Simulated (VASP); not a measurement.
# Tl (Im-3m) in VASP: a series of runs

The runs below take Tl through single point, relaxation of cell and atoms, with PBE.

Everything below comes from runs of VASP 6.6.1. Logs are shortened: lines on timing, memory, paths and dates and some standing lists are left out, and cuts for length are marked.

## 1. The cell of the first run

Symmetry: Im-3m, No. 229, cubic system. The conventional cell has a = 3.520 Å, b = 3.520 Å, c = 3.520 Å, α = 90.00°, β = 90.00°, γ = 90.00°. Tl (site symmetry m-3m) has 14 Tl at 3.05 to 3.52 Å within 4.0 Å.

This isn't the form of Tl at room conditions, which is hcp.

## 2. Single point, PBE

File INCAR:

```
SYSTEM = Tl
  PREC = Accurate
  ENCUT = 520
  EDIFF = 1E-7
  ISMEAR = -1
  SIGMA = 0.05
  LREAL = .False.
  LASPH = .True.
  NELM = 60
  ALGO = Normal
  ISIF = 2
  LWAVE = .False.
  LCHARG = .False.
  GGA = PE
  NBANDS = 12
```

File KPOINTS:

```
Automatic mesh
0
Gamma
  15 15 15
  0 0 0
```

File POSCAR:

```
Tl
1.0
   -1.7600621567      1.7600621567      1.7600621567
    1.7600621567     -1.7600621567      1.7600621567
    1.7600621567      1.7600621567     -1.7600621567
Tl
1
Direct
    0.0000000000      0.0000000000      0.0000000000
```

Potentials or basis: VASP PAW PBE potentials, release 64 (Tl_d).

On the command line:

```
$ cat potpaw_PBE.64/Tl_d/POTCAR > POTCAR
$ mpirun -np 1 vasp_std > vasp.out
```

OUTCAR:

```text
SYSTEM = Tl
   PREC = Accurate
   ENCUT = 520
   EDIFF = 1E-7
   ISMEAR = -1
   LREAL = .False.
   LASPH = .True.
   NELM = 60
   ISIF = 2
   GGA = PE

 ion  position               nearest neighbor table
   1  0.000  0.000  0.000-

  LATTYP: Found a body centered cubic cell.
 ALAT       =     3.5201243134

  Lattice vectors:

 A1 = (  -1.7600621567,   1.7600621567,   1.7600621567)
 A2 = (   1.7600621567,  -1.7600621567,   1.7600621567)
 A3 = (   1.7600621567,   1.7600621567,  -1.7600621567)

Analysis of symmetry for initial positions (statically):
=====================================================================
 Subroutine PRICEL returns:
 Original cell was already a primitive cell.

 Routine SETGRP: Setting up the symmetry group for a
 body centered cubic supercell.

 Subroutine GETGRP returns: Found 48 space group operations
 (whereof 48 operations were pure point group operations)
 out of a pool of 48 trial point group operations.

The static configuration has the point symmetry O_h .

Analysis of symmetry for dynamics (positions and initial velocities):
=====================================================================
 Subroutine PRICEL returns:
 Original cell was already a primitive cell.

 Routine SETGRP: Setting up the symmetry group for a
 body centered cubic supercell.

 Subroutine GETGRP returns: Found 48 space group operations
 (whereof 48 operations were pure point group operations)
 out of a pool of 48 trial point group operations.

The dynamic configuration has the point symmetry O_h .

 Subroutine INISYM returns: Found 48 space group operations
 (whereof 48 operations are pure point group operations),
 and found     1 'primitive' translations

----------------------------------------------------------------------------------------

                                     Primitive cell

  volume of cell :      21.8094

  direct lattice vectors                    reciprocal lattice vectors
    -1.760062157  1.760062157  1.760062157     0.000000000  0.284080876  0.284080876
     1.760062157 -1.760062157  1.760062157     0.284080876  0.000000000  0.284080876
     1.760062157  1.760062157 -1.760062157     0.284080876  0.284080876  0.000000000

  length of vectors
     3.048517080  3.048517080  3.048517080     0.401751028  0.401751028  0.401751028

  position of ions in fractional coordinates (direct lattice)
     0.000000000  0.000000000  0.000000000

  ion indices of the primitive-cell ions
   primitive index   ion index
                 1           1

----------------------------------------------------------------------------------------

 KPOINTS: Automatic mesh

Automatic generation of k-mesh.
 Grid dimensions read from file:
 generate k-points for:   15   15   15

 Generating k-lattice:

  Cartesian coordinates                     Fractional coordinates (reciprocal lattice)
     0.000000000  0.018938725  0.018938725     0.066666667  0.000000000  0.000000000
     0.018938725  0.000000000  0.018938725     0.000000000  0.066666667  0.000000000
     0.018938725  0.018938725  0.000000000     0.000000000  0.000000000  0.066666667

  Length of vectors
     0.026783402  0.026783402  0.026783402

  Shift w.r.t. Gamma in fractional coordinates (k-lattice)
     0.000000000  0.000000000  0.000000000

 Subroutine IBZKPT returns following result:
 ===========================================

 Found    120 irreducible k-points:

 Following reciprocal coordinates:
            Coordinates               Weight
  0.000000  0.000000  0.000000      1.000000
  0.066667  0.000000  0.000000     12.000000
  0.133333  0.000000  0.000000     12.000000
  0.200000  0.000000  0.000000     12.000000
  0.266667  0.000000  0.000000     12.000000
  0.333333  0.000000  0.000000     12.000000
[... 16 lines left out ...]
  0.333333  0.200000  0.000000     48.000000
  0.400000  0.200000  0.000000     24.000000
 [... further k-points ...]
   k-points           NKPTS =    120   k-points in BZ     NKDIM =    120   number of bands    NBANDS=     12
   number of dos      NEDOS =    301   number of ions     NIONS =      1
   total plane-waves  NPLWV =  13824
   dimension x,y,z NGX =    24 NGY =   24 NGZ =   24
   dimension x,y,z NGXF=    48 NGYF=   48 NGZF=   48
   ions per type =               1
   NGX,Y,Z   is equivalent  to a cutoff of  13.09, 13.09, 13.09 a.u.
   NGXF,Y,Z  is equivalent  to a cutoff of  26.18, 26.18, 26.18 a.u.
 SYSTEM =  Tl
   PREC   = accura    normal or accurate (medium, high low for compatibility)
   ISTART =      0    job   : 0-new  1-cont  2-samecut
   ICHARG =      2    charge: 1-file 2-atom 10-const
   ISPIN  =      1    spin polarized calculation?
   LNONCOLLINEAR =      F non collinear calculations
   LSORBIT =      F    spin-orbit coupling
   LASPH  =      T    aspherical Exc in radial PAW
   ENCUT  =  520.0 eV  38.22 Ry    6.18 a.u.   5.67  5.67  5.67*2*pi/ulx,y,z
   NELM   =     60;   NELMIN=  2; NELMDL= -5     # of ELM steps
   EDIFF  = 0.1E-06   stopping-criterion for ELM
   LREAL  =      F    real-space projection
   EDIFFG = 0.1E-05   stopping-criterion for IOM
   NSW    =      0    number of steps for IOM
   IBRION =     -1    ionic relax: 0-MD 1-quasi-New 2-CG
   NFREE  =      0    steps in history (QN), initial steepest desc. (CG)
   ISIF   =      2    stress and relaxation
   ISYM   =      2    0-nonsym 1-usesym 2-fastsym
   POTIM  = 0.5000    time-step for ionic-motion
   TEBEG  =    0.0;   TEEND  =   0.0 temperature during run
   PSTRESS=    0.0 pullay stress
   NELECT =      13.0000    total number of electrons
   NUPDOWN=      -1.0000    fix difference up-down
   EMIN   =  10.00;   EMAX   =-10.00  energy-range for DOS
   EFERMI =   0.00;   METHOD = LEGACY
   ISMEAR =    -1;   SIGMA  =   0.05  broadening in eV -4-tet -1-fermi 0-gaus
   EFERMI_NEDOS =   21; number of points for ismear=-14 and -15
   IALGO  =     38    algorithm
   IMIX   =      4    mixing-type and parameters
     AMIX     =   0.40;   BMIX     =  1.00
     AMIX_MAG =   1.60;   BMIX_MAG =  1.00
  volume/ion in A,a.u.               =      21.81       147.18
  Fermi-wavevector in a.u.,A,eV,Ry     =   1.377763  2.603595 25.827010  1.898232
  Thomas-Fermi vector in A             =   2.502887
   LORBIT       =      0    0 simple, 1 ext, 2 COOP (PROOUT), +10 PAW based schemes
   GGA     = PE    functional components
   LHFCALC =     F    Hartree Fock is set to
   AEXX    =    0.0000 exact exchange contribution
   IVDW    =     0    specifies the selected vdW correction
   LEPSILON=     F    determine dielectric tensor
   LRPA    =     F    only Hartree local field effects (RPA)
 non-spin polarized calculation
  energy-cutoff  :      520.00
  volume of cell :       21.81
 maximum number of plane-waves:       603
   NGX = 11   NGY = 11   NGZ = 11

 number of electron      13.0000005 magnetization

 Free energy of the ion-electron system (eV)
  ---------------------------------------------------
  ext. energy  EPLUGINS =         0.00000000
  ---------------------------------------------------
  free energy    TOTEN  =        -1.69128196 eV

  energy without entropy =       -1.68763722  energy(sigma->0) =       -1.68945959

 E-fermi :  10.0751     XC(G=0): -11.6228

 val. band max:       10.0136212133   @ k =  -0.3333  -0.4000   0.0667
 cond. band min:      10.1088176174   @ k =  -0.4667  -0.4667   0.3333
 fundamental gap:      0.0951964041
 Fermi energy:        10.0750522961

 k-point     1 :       0.0000    0.0000    0.0000
  band No.  band energies     occupation
      1      -2.3875      2.00000
      2      -2.3875      2.00000
      3      -2.3875      2.00000
      4      -2.3158      2.00000
      5      -1.5889      2.00000
      6      -1.5889      2.00000
      7      22.7080      0.00000
      8      22.7080      0.00000
      9      22.7080      0.00000
     10      24.0649      0.00000
     11      24.0649      0.00000
     12      24.0649      0.00000

 k-point     2 :       0.0667    0.0000    0.0000
  band No.  band energies     occupation
      1      -2.4042      2.00000
      2      -2.3890      2.00000
      3      -2.3361      2.00000
      4      -2.1783      2.00000
      5      -1.6063      2.00000
      6      -1.5885      2.00000
      7      22.0166      0.00000
      8      22.5815      0.00000
      9      22.7443      0.00000
     10      23.1807      0.00000
     11      23.5244      0.00000
     12      23.7154      0.00000

 k-point     3 :       0.1333    0.0000    0.0000
  band No.  band energies     occupation
      1      -2.4510      2.00000
      2      -2.4154      2.00000
      3      -2.1878      2.00000
      4      -1.7785      2.00000
      5      -1.6194      2.00000
      6      -1.5872      2.00000
      7      19.5199      0.00000
      8      21.7198      0.00000
      9      22.2915      0.00000
     10      22.7910      0.00000
     11      22.8422      0.00000
     12      23.8385      0.00000
[... 286 lines left out ...]
 k-point    23 :       0.3333    0.2000    0.0000
  band No.  band energies     occupation
      1      -2.7340      2.00000
      2      -2.4460      2.00000
      3      -1.7688      2.00000
      4      -1.6532      2.00000
      5      -1.3537      2.00000
      6       4.4265      2.00000
      7       8.5092      2.00000
      8      12.8074      0.00000
      9      17.6431      0.00000
     10      23.8167      0.00000
     11      26.0379      0.00000
     12      27.7527      0.00000

 k-point    24 :       0.4000    0.2000    0.0000
  band No.  band energies     occupation
      1      -2.7461      2.00000
      2      -2.4588      2.00000
      3      -1.7655      2.00000
      4      -1.6369      2.00000
      5      -1.3185      2.00000
      6       5.5498      2.00000
      7       7.2231      2.00000
      8      12.5991      0.00000
      9      17.5258      0.00000
     10      23.8441      0.00000
     11      26.4082      0.00000
     12      27.4592      0.00000

 [... further k-points ...]

------------------------ aborting loop because EDIFF is reached ----------------------------------------

  FORCE on cell =-STRESS in cart. coord.  units (eV):
  Direction    XX          YY          ZZ          XY          YZ          ZX
  --------------------------------------------------------------------------------------
  -------------------------------------------------------------------------------------
  Total        3.5274857      3.5274857      3.5274857     -0.0000000      0.0000000      0.0000000
  in kB      259.1384398    259.1384398    259.1384398     -0.0000000      0.0000000      0.0000000
  external PRESSURE =     259.1384398 kB  Pullay stress =       0.0000000 kB

 VOLUME and BASIS-vectors are now :
 -----------------------------------------------------------------------------
  energy-cutoff  :      520.00
  volume of cell :       21.81
      direct lattice vectors                 reciprocal lattice vectors
    -1.760062157  1.760062157  1.760062157     0.000000000  0.284080876  0.284080876
     1.760062157 -1.760062157  1.760062157     0.284080876  0.000000000  0.284080876
     1.760062157  1.760062157 -1.760062157     0.284080876  0.284080876  0.000000000

 POSITION                                       TOTAL-FORCE (eV/Angst)
 -----------------------------------------------------------------------------------
      0.00000      0.00000      0.00000         0.000000      0.000000     -0.000000
 -----------------------------------------------------------------------------------
    total drift:                                0.000000      0.000000     -0.000000

  FREE ENERGIE OF THE ION-ELECTRON SYSTEM (eV)
  ---------------------------------------------------
  free  energy   TOTEN  =        -1.6912819633 eV

  energy  without entropy=       -1.6876372224  energy(sigma->0) =       -1.68945959
```

Wall time 7.7 s (1 thread of Intel Xeon 6975P-C (Granite Rapids), shared host); peak memory 0.15 GiB.

Results:

```yaml
Free_energy: -1.6913 eV
Pressure: 25.9 GPa
Band_gap_on_the_k_mesh: zero (an odd number of electrons rules out a gap without spin polarisation)
```

Caveat: the cell stands under pressure; spin-orbit coupling is left out, which moves the levels of the heavy elements.

## 3. Relaxation of cell and atoms, PBE, target pressure 26 GPa, at which the enthalpy is minimised

File INCAR:

```
SYSTEM = Tl
ALGO = Normal
EDIFF = 1E-6
EDIFFG = -0.005
ENCUT = 600
GGA = PE
IBRION = 2
ISIF = 3
ISMEAR = -1
LASPH = .TRUE.
LCHARG = .FALSE.
LREAL = .FALSE.
LWAVE = .FALSE.
NELM = 80
NSW = 60
PREC = Accurate
PSTRESS = 260.0
SIGMA = 0.05
```

File KPOINTS:

```
k-points
0
G
  15 15 15
  0 0 0
```

File POSCAR:

```
Tl
1.0
   -1.7604346110      1.7604346110      1.7604346110
    1.7604346110     -1.7604346110      1.7604346110
    1.7604346110      1.7604346110     -1.7604346110
Tl
1
Direct
    0.0000000000      0.0000000000      0.0000000000
```

Potentials or basis: VASP PAW PBE potentials, release 64 (Tl_d).

On the command line:

```
$ cat potpaw_PBE.64/Tl_d/POTCAR > POTCAR
$ mpirun -np 1 vasp_std > vasp.out
```

Run time: 14 s. Hardware: 1 thread of Intel Xeon 6975P-C (Granite Rapids), shared host; peak memory 0.16 GiB.

Results (log left out):

* Free energy: -1.6918 eV
* Relaxed volume: 21.81 Å³/atom
* Relaxed cell: a = 3.049 Å, b = 3.049 Å, c = 3.049 Å, α = 109.47°, β = 109.47°, γ = 109.47°
* Space group after relaxing (to 0.1 Å): Im-3m (No. 229)
* Energy change on relaxing (the run minimises the enthalpy): +1.7 meV/atom
* Ionic steps: 3
* Pressure after relaxing: 26.0 GPa
* Band gap on the k mesh: zero (an odd number of electrons rules out a gap without spin polarisation)

The path:
| step | energy change (eV) | largest force (eV/Å) | pressure (GPa) | volume (Å³) |
| --- | --- | --- | --- | --- |
| 1 | 0.0000 | 0.0000 | 25.91 | 21.82 |
| 2 | 0.0066 | 0.0000 | 26.10 | 21.78 |
| 3 | 0.0017 | 0.0000 | 25.97 | 21.81 |

Final structure:
```xyz
1
Lattice="-1.7602 1.7602 1.7602 1.7602 -1.7602 1.7602 1.7602 1.7602 -1.7602" Properties=species:S:1:pos:R:3 pbc="T T T"
Tl    0.0000    0.0000    0.0000
```

Levels at points of the mesh, in eV from the Fermi level:
```tsv
k point	band 2	band 3	band 4	band 5	band 6	band 7	band 8	band 9	band 10
(0.00, 0.00, 0.00)	-12.46	-12.46	-12.39	-11.66	-11.66	12.63	12.63	12.63	13.99
```

Caveat: the cell is relaxed towards a set pressure, so the run minimises the enthalpy, not the energy; spin-orbit coupling is left out, which moves the levels of the heavy elements.

(Part 1 of 2 ends here.)
